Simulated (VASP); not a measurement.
# Zn3C: single point with PBE

Zn3C:

```
Zn C
1.0
     2.63995    0.00000    0.00000
    -1.31997    2.28626    0.00000
     0.00000    0.00000    8.20151
Zn C
3 1
Cartesian
  0.0000 0.0000 4.1008
  1.3200 0.7621 1.9504
  1.3200 0.7621 6.2511
  0.0000 0.0000 0.0000
```

The cell was generated, and may not be a known phase.

| Quantity | Value |
| --- | --- |
| Program | VASP 6.6.1 |
| Task | single point |
| Functional | PBE |
| Potentials or basis | VASP PAW PBE potentials, release 64 (Zn, C) |
| Cutoff | 600 eV |
| k mesh | 6 × 6 × 2 |
| Occupations | gaussian, width 0.1 eV |
| Spin | collinear spin |
| Starting moments | [0.0, 0.0, 0.0, 1.0] μB |
| Dipole correction | no |
| Further INCAR settings | ALGO = Normal; EDIFF = 1e-06; NBANDS = 32 |

```json
{"Pressure": "5.9 GPa", "Largest force": "1.410 eV/Å", "Net moment": "0.14 μB per cell", "Site moments": "Zn -0.00, +0.00 (each value once); C +0.07 μB", "Valence electrons inside the program's atomic spheres": "Zn 10.89, 10.82 (each value once); C 2.08"}
```

Forces on the atoms (eV/Å):
```
Zn   0.000  0.000  0.000
Zn   0.000  0.000 -1.410
Zn   0.000  0.000  1.410
C    0.000  0.000  0.000
```

Stress tensor (GPa, compression positive):
```
 9.92  0.00  0.00
 0.00  9.92  0.00
 0.00  0.00 -2.27
```

Levels at points of the mesh, in eV from the Fermi level:
Spin up:
```tsv
k point	band 18	band 19	band 20	band 21	band 22	band 23
(0.00, 0.00, 0.00)	-7.44	-4.20	-2.00	3.41	3.41	5.66
(0.50, 0.00, 0.00)	-3.39	-3.24	-2.09	-0.09	1.50	1.72
(0.00, 0.00, 0.50)	-7.15	-6.42	1.28	1.96	3.41	3.41
(0.50, 0.00, 0.50)	-3.90	-3.16	-0.95	-0.27	1.15	1.73
```
Spin down:
| k point | band 16 | band 17 | band 18 | band 19 | band 20 | band 21 | band 22 | band 23 | band 24 | band 25 |
| --- | --- | --- | --- | --- | --- | --- | --- | --- | --- | --- |
| (0.00, 0.00, 0.00) | -7.49 | -7.44 | -7.44 | -4.17 | -1.97 | 3.67 | 3.67 | 5.70 | 8.12 | 15.27 |
| (0.50, 0.00, 0.00) | -7.20 | -4.67 | -3.37 | -3.22 | -2.07 | -0.08 | 1.54 | 1.96 | 3.26 | 4.98 |
| (0.00, 0.00, 0.50) | -7.45 | -7.45 | -7.13 | -6.39 | 1.31 | 2.00 | 3.67 | 3.67 | 10.51 | 14.23 |
| (0.50, 0.00, 0.50) | -7.03 | -4.63 | -3.89 | -3.15 | -0.92 | -0.24 | 1.18 | 1.78 | 1.96 | 5.91 |

Run time: 3 min on 1 thread of Intel Xeon 8259CL (shared host), peak memory 0.24 GiB.

Caveat: the k points lie up to 0.46 Å⁻¹ apart; forces of over 1 eV/Å act on the atoms, so gaps and moduli don't describe the material at rest.
